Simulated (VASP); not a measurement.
# GaN (wurtzite) (P6_3mc) in VASP: single point with PBEsol

Aim: the single point of GaN (wurtzite) with PBEsol.

Program: VASP 6.6.1. These are calculated values, not measurements. Logs are shortened: lines on timing, memory, paths and dates and some standing lists are left out, and cuts for length are marked.

## Step 1: The cell of the first run

The structure is hexagonal, space group P6_3mc (No. 186). The conventional cell has a = 3.023 Å, b = 3.023 Å, c = 4.933 Å, α = 90.00°, β = 90.00°, γ = 120.00°. Ga (site symmetry 3m) has 4 N at 1.85 Å within 2.5 Å. Within 2.5 Å of N (site symmetry 3m) lie 4 Ga at 1.85 Å.

## Step 2: Single point, PBEsol

INCAR reads:

```
SYSTEM = GaN
ALGO = Normal ; EDIFF = 1E-6
ENCUT = 520 ; GGA = PS
ISIF = 2 ; ISMEAR = 0
LASPH = .TRUE. ; LCHARG = .FALSE.
LREAL = .FALSE. ; LWAVE = .FALSE.
NBANDS = 26 ; NELM = 100
PREC = Accurate ; SIGMA = 0.01
```

KPOINTS reads:

```
k-points
0
G
  9 9 6
  0 0 0
```

POSCAR reads:

```
GaN
1.0
    3.0234605065      0.0000000000      0.0000000000
   -1.5117302533      2.6183936060      0.0000000000
    0.0000000000      0.0000000000      4.9334382014
Ga N
2 2
Direct
    0.3333333333      0.6666666667      0.0005896394
    0.6666666667      0.3333333333      0.5005896394
    0.3333333333      0.6666666667      0.3764103606
    0.6666666667      0.3333333333      0.8764103606
```

Potentials or basis: VASP PAW PBE potentials, release 64 (Ga_d, N).

Launch:

```sh
cat potpaw_PBE.64/Ga_d/POTCAR potpaw_PBE.64/N/POTCAR > POTCAR
mpirun -np 1 vasp_std > vasp.out
```

OUTCAR:

```text
SYSTEM = GaN
   EDIFF = 1E-6
   ENCUT = 520
   GGA = PS
   ISIF = 2
   ISMEAR = 0
   LASPH = .TRUE.
   LREAL = .FALSE.
   NELM = 100
   PREC = Accurate

 ion  position               nearest neighbor table
   1  0.333  0.667  0.001-   4 1.85   4 1.85   4 1.85   3 1.85
   2  0.667  0.333  0.501-   3 1.85   3 1.85   3 1.85   4 1.85
   3  0.333  0.667  0.376-   2 1.85   2 1.85   2 1.85   1 1.85
   4  0.667  0.333  0.876-   1 1.85   1 1.85   1 1.85   2 1.85

  LATTYP: Found a hexagonal cell.
 ALAT       =     3.0234605065
 C/A-ratio  =     1.6317190818

  Lattice vectors:

 A1 = (   3.0234605065,   0.0000000000,   0.0000000000)
 A2 = (  -1.5117302533,   2.6183936060,   0.0000000000)
 A3 = (   0.0000000000,   0.0000000000,   4.9334382014)

Analysis of symmetry for initial positions (statically):
=====================================================================
 Subroutine PRICEL returns:
 Original cell was already a primitive cell.

 Routine SETGRP: Setting up the symmetry group for a
 hexagonal supercell.

 Subroutine GETGRP returns: Found 12 space group operations
 (whereof  6 operations were pure point group operations)
 out of a pool of 24 trial point group operations.

The static configuration has the point symmetry C_3v.
 The point group associated with its full space group is C_6v.

Analysis of symmetry for dynamics (positions and initial velocities):
=====================================================================
 Subroutine PRICEL returns:
 Original cell was already a primitive cell.

 Routine SETGRP: Setting up the symmetry group for a
 hexagonal supercell.

 Subroutine GETGRP returns: Found 12 space group operations
 (whereof  6 operations were pure point group operations)
 out of a pool of 24 trial point group operations.

The dynamic configuration has the point symmetry C_3v.
 The point group associated with its full space group is C_6v.

 Subroutine INISYM returns: Found 12 space group operations
 (whereof  6 operations are pure point group operations),
 and found     1 'primitive' translations

----------------------------------------------------------------------------------------

                                     Primitive cell

  volume of cell :      39.0561

  direct lattice vectors                    reciprocal lattice vectors
     3.023460507  0.000000000  0.000000000     0.330746837  0.190956776  0.000000000
    -1.511730253  2.618393606  0.000000000     0.000000000  0.381913551  0.000000000
     0.000000000  0.000000000  4.933438201     0.000000000  0.000000000  0.202698394

  length of vectors
     3.023460507  3.023460507  4.933438201     0.381913551  0.381913551  0.202698394

  position of ions in fractional coordinates (direct lattice)
     0.333333333  0.666666667  0.000589639
     0.666666667  0.333333333  0.500589639
     0.333333333  0.666666667  0.376410361
     0.666666667  0.333333333  0.876410361

  ion indices of the primitive-cell ions
   primitive index   ion index
                 1           1
                 2           2
                 3           3
                 4           4

----------------------------------------------------------------------------------------

 KPOINTS: k-points

Automatic generation of k-mesh.
 Grid dimensions read from file:
 generate k-points for:    9    9    6

 Generating k-lattice:

  Cartesian coordinates                     Fractional coordinates (reciprocal lattice)
     0.036749649  0.021217420  0.000000000     0.111111111  0.000000000  0.000000000
     0.000000000  0.042434839  0.000000000     0.000000000  0.111111111  0.000000000
     0.000000000  0.000000000  0.033783066     0.000000000  0.000000000  0.166666667

  Length of vectors
     0.042434839  0.042434839  0.033783066

  Shift w.r.t. Gamma in fractional coordinates (k-lattice)
     0.000000000  0.000000000  0.000000000

 Subroutine IBZKPT returns following result:
 ===========================================

 Found     48 irreducible k-points:

 Following reciprocal coordinates:
            Coordinates               Weight
  0.000000  0.000000  0.000000      1.000000
  0.111111 -0.000000  0.000000      6.000000
  0.222222  0.000000  0.000000      6.000000
  0.333333 -0.000000  0.000000      6.000000
  0.444444  0.000000  0.000000      6.000000
  0.111111  0.111111  0.000000      6.000000
[... 16 lines left out ...]
  0.333333  0.222222  0.166667     24.000000
  0.333333  0.333333  0.166667      4.000000
 [... further k-points ...]
   k-points           NKPTS =     48   k-points in BZ     NKDIM =     48   number of bands    NBANDS=     26
   number of dos      NEDOS =    301   number of ions     NIONS =      4
   total plane-waves  NPLWV =  23040
   dimension x,y,z NGX =    24 NGY =   24 NGZ =   40
   dimension x,y,z NGXF=    48 NGYF=   48 NGZF=   80
   ions per type =               2   2
   NGX,Y,Z   is equivalent  to a cutoff of  13.20, 13.20, 13.48 a.u.
   NGXF,Y,Z  is equivalent  to a cutoff of  26.39, 26.39, 26.96 a.u.
 SYSTEM =  GaN
   PREC   = accura    normal or accurate (medium, high low for compatibility)
   ISTART =      0    job   : 0-new  1-cont  2-samecut
   ICHARG =      2    charge: 1-file 2-atom 10-const
   ISPIN  =      1    spin polarized calculation?
   LNONCOLLINEAR =      F non collinear calculations
   LSORBIT =      F    spin-orbit coupling
   LASPH  =      T    aspherical Exc in radial PAW
   ENCUT  =  520.0 eV  38.22 Ry    6.18 a.u.   5.62  5.62  9.17*2*pi/ulx,y,z
   NELM   =    100;   NELMIN=  2; NELMDL= -5     # of ELM steps
   EDIFF  = 0.1E-05   stopping-criterion for ELM
   LREAL  =      F    real-space projection
   EDIFFG = 0.1E-04   stopping-criterion for IOM
   NSW    =      0    number of steps for IOM
   IBRION =     -1    ionic relax: 0-MD 1-quasi-New 2-CG
   NFREE  =      0    steps in history (QN), initial steepest desc. (CG)
   ISIF   =      2    stress and relaxation
   ISYM   =      2    0-nonsym 1-usesym 2-fastsym
   POTIM  = 0.5000    time-step for ionic-motion
   TEBEG  =    0.0;   TEEND  =   0.0 temperature during run
   PSTRESS=    0.0 pullay stress
   NELECT =      36.0000    total number of electrons
   NUPDOWN=      -1.0000    fix difference up-down
   EMIN   =  10.00;   EMAX   =-10.00  energy-range for DOS
   EFERMI =   0.00;   METHOD = LEGACY
   ISMEAR =     0;   SIGMA  =   0.01  broadening in eV -4-tet -1-fermi 0-gaus
   EFERMI_NEDOS =   21; number of points for ismear=-14 and -15
   IALGO  =     38    algorithm
   IMIX   =      4    mixing-type and parameters
     AMIX     =   0.40;   BMIX     =  1.00
     AMIX_MAG =   1.60;   BMIX_MAG =  1.00
  volume/ion in A,a.u.               =       9.76        65.89
  Fermi-wavevector in a.u.,A,eV,Ry     =   1.593233  3.010774 34.536922  2.538392
  Thomas-Fermi vector in A             =   2.691495
   LORBIT       =      0    0 simple, 1 ext, 2 COOP (PROOUT), +10 PAW based schemes
   GGA     = PS    functional components
   LHFCALC =     F    Hartree Fock is set to
   AEXX    =    0.0000 exact exchange contribution
   IVDW    =     0    specifies the selected vdW correction
   LEPSILON=     F    determine dielectric tensor
   LRPA    =     F    only Hartree local field effects (RPA)
 non-spin polarized calculation
 Gauss-broadening in eV      SIGMA  =   0.01
  energy-cutoff  :      520.00
  volume of cell :       39.06
 maximum number of plane-waves:      1087
 NGX is ok and might be reduce to    24
   NGX = 11   NGY = 11   NGZ = 19

 number of electron      35.9999988 magnetization

 Free energy of the ion-electron system (eV)
  ---------------------------------------------------
  ext. energy  EPLUGINS =         0.00000000
  ---------------------------------------------------
  free energy    TOTEN  =       -25.57490006 eV

  energy without entropy =      -25.57490006  energy(sigma->0) =      -25.57490006

 E-fermi :   7.1550     XC(G=0): -12.7738

 val. band max:        7.0640845065   @ k =   0.0000   0.0000   0.0000
 cond. band min:       9.9560629949   @ k =   0.0000   0.0000   0.0000
 fundamental gap:      2.8919784884
 Fermi energy:         7.1550020289

 k-point     1 :       0.0000    0.0000    0.0000
  band No.  band energies     occupation
      1     -10.4175      2.00000
      2      -8.9479      2.00000
      3      -6.6012      2.00000
      4      -6.5760      2.00000
      5      -6.5760      2.00000
      6      -6.4765      2.00000
[... 18 lines left out ...]
     25      19.8752      0.00000
     26      19.8752      0.00000

 k-point     2 :       0.1111   -0.0000    0.0000
  band No.  band energies     occupation
      1     -10.2570      2.00000
      2      -8.8949      2.00000
      3      -6.5862      2.00000
      4      -6.5489      2.00000
      5      -6.5456      2.00000
      6      -6.4579      2.00000
[... 18 lines left out ...]
     25      19.3616      0.00000
     26      20.1874      0.00000

 k-point     3 :       0.2222    0.0000    0.0000
  band No.  band energies     occupation
      1      -9.8335      2.00000
      2      -8.7784      2.00000
      3      -6.5346      2.00000
      4      -6.4942      2.00000
      5      -6.4616      2.00000
      6      -6.3652      2.00000
[... 18 lines left out ...]
     25      19.3261      0.00000
     26      20.7558      0.00000

 k-point     4 :       0.3333   -0.0000    0.0000
  band No.  band energies     occupation
      1      -9.3354      2.00000
      2      -8.6804      2.00000
      3      -6.5125      2.00000
      4      -6.4630      2.00000
      5      -6.3697      2.00000
      6      -6.2403      2.00000
[... 18 lines left out ...]
     25      19.3568      0.00000
     26      21.7729      0.00000

 k-point     5 :       0.4444    0.0000    0.0000
  band No.  band energies     occupation
      1      -9.0183      2.00000
      2      -8.6418      2.00000
      3      -6.5248      2.00000
      4      -6.4589      2.00000
      5      -6.3196      2.00000
      6      -6.2582      2.00000
[... 18 lines left out ...]
     25      20.1516      0.00000
     26      21.9243      0.00000

 k-point     6 :       0.1111    0.1111    0.0000
  band No.  band energies     occupation
      1      -9.9641      2.00000
      2      -8.8109      2.00000
      3      -6.5416      2.00000
      4      -6.5159      2.00000
      5      -6.4859      2.00000
      6      -6.4250      2.00000
[... 427 lines left out ...]
 k-point    21 :       0.4444    0.1111    0.1667
  band No.  band energies     occupation
      1      -8.8965      2.00000
      2      -8.6437      2.00000
      3      -6.5280      2.00000
      4      -6.4471      2.00000
      5      -6.3300      2.00000
      6      -6.2531      2.00000
[... 18 lines left out ...]
     25      20.0271      0.00000
     26      22.0875      0.00000

 k-point    22 :       0.2222    0.2222    0.1667
  band No.  band energies     occupation
      1      -9.0690      2.00000
      2      -8.6657      2.00000
      3      -6.5226      2.00000
      4      -6.4166      2.00000
      5      -6.3156      2.00000
      6      -6.3027      2.00000
[... 18 lines left out ...]
     25      19.1246      0.00000
     26      22.2090      0.00000

 k-point    23 :       0.3333    0.2222    0.1667
  band No.  band energies     occupation
      1      -8.8373      2.00000
      2      -8.6527      2.00000
      3      -6.5487      2.00000
      4      -6.3857      2.00000
      5      -6.2992      2.00000
      6      -6.2254      2.00000
[... 18 lines left out ...]
     25      20.1540      0.00000
     26      21.8767      0.00000

 k-point    24 :       0.3333    0.3333    0.1667
  band No.  band energies     occupation
      1      -8.7066      2.00000
      2      -8.7066      2.00000
      3      -6.5679      2.00000
      4      -6.3108      2.00000
      5      -6.3108      2.00000
      6      -6.2154      2.00000
[... 18 lines left out ...]
     25      20.8173      0.00000
     26      21.9349      0.00000

 [... further k-points ...]
[... 5 lines left out ...]
  --------------------------------------------------------------------------------------
  -------------------------------------------------------------------------------------
  Total        9.6534899      9.6534899      9.6697439     -0.0000000      0.0000000      0.0000000
  in kB      396.0098663    396.0098663    396.6766452     -0.0000000      0.0000000      0.0000000
  external PRESSURE =     396.2321259 kB  Pullay stress =       0.0000000 kB

 VOLUME and BASIS-vectors are now :
 -----------------------------------------------------------------------------
  energy-cutoff  :      520.00
  volume of cell :       39.06
      direct lattice vectors                 reciprocal lattice vectors
     3.023460507  0.000000000  0.000000000     0.330746837  0.190956776  0.000000000
    -1.511730253  2.618393606  0.000000000     0.000000000  0.381913551  0.000000000
     0.000000000  0.000000000  4.933438201     0.000000000  0.000000000  0.202698394

 POSITION                                       TOTAL-FORCE (eV/Angst)
 -----------------------------------------------------------------------------------
     -0.00000      1.74560      0.00291        -0.000000     -0.000000      0.000530
      1.51173      0.87280      2.46963        -0.000000     -0.000000      0.000530
     -0.00000      1.74560      1.85700         0.000000     -0.000000     -0.000530
      1.51173      0.87280      4.32372         0.000000      0.000000     -0.000530
 -----------------------------------------------------------------------------------
    total drift:                               -0.000001     -0.000001      0.000141

  FREE ENERGIE OF THE ION-ELECTRON SYSTEM (eV)
  ---------------------------------------------------
  free  energy   TOTEN  =       -25.5749000570 eV

  energy  without entropy=      -25.5749000570  energy(sigma->0) =      -25.57490006
```

Wall time 22 s (1 thread of Intel Xeon Platinum 8488C (Sapphire Rapids), shared host); peak memory 0.18 GiB.

What came out:

| Quantity | Value |
| --- | --- |
| Free energy | -25.5749 eV |
| Pressure | 39.6 GPa |
| Band gap on the k mesh | 2.89 eV, direct |

Caveat: the PAW data sets were made with another functional, which shifts forces and pressure a little.
